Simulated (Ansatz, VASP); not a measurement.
# CuO2: VASP beside Ansatz

```xyz
6
Lattice="1.4126 -5.2107 0.0000 1.4126 5.2107 0.0000 0.0000 0.0000 4.3434" Properties=species:S:1:pos:R:3 pbc="T T T"
Cu    1.4126   -3.4677    1.0859
Cu    1.4126    3.4677    3.2576
O     1.4126    0.5366    1.0859
O     1.4126   -0.5366    3.2576
O     1.4126    3.0115    1.0859
O     1.4126   -3.0115    3.2576
```

Alike in both runs: task single point; functional PBEsol; k mesh 7 × 7 × 4; occupations gaussian, width 0.2 eV; collinear spin.

```csv
,VASP,Ansatz
version,VASP 6.6.1,Ansatz 0.2.0
potentials or method,"VASP PAW PBE potentials, release 64 (Cu, O), cutoff 520 eV","scalar-relativistic, plane waves, PAW"
valence electrons in the cell,46,62
```

Ansatz gave:

| Item | Value |
| --- | --- |
| gap on the k mesh at the Fermi level (eV) | none |
| pressure (GPa) | -8.3 |
| traceless stress, the component that is largest in VASP (GPa) | -2.23 |
| rms of the force components (eV/Å) | 0.235 |
| net moment per atom (μB) | 0.14 |
| size of the moment on the site where the two differ most (μB) | 0.30 |

Which values does VASP return?

gap on the k mesh at the Fermi level (eV): none; pressure (GPa): -7.8; traceless stress, the component that is largest in VASP (GPa): -1.03; rms of the force components (eV/Å): 0.171; net moment per atom (μB): 0.00; size of the moment on the site where the two differ most (μB): 0.00.

The net moments are unlike, so the other rows may belong to different states. VASP's potentials were made for PBE, not for PBEsol. Site moments also hang on the region over which each program counts them. Atom by atom the forces differ by 0.073 eV/Å (rms over components). A gap of «none» marks a metal or a gap that the smearing closes. VASP's potentials hold 46 valence electrons a cell and Ansatz's 62, so a difference there can come from the potentials and not from the codes.

The k mesh is coarse, so the values compare programs but aren't converged.
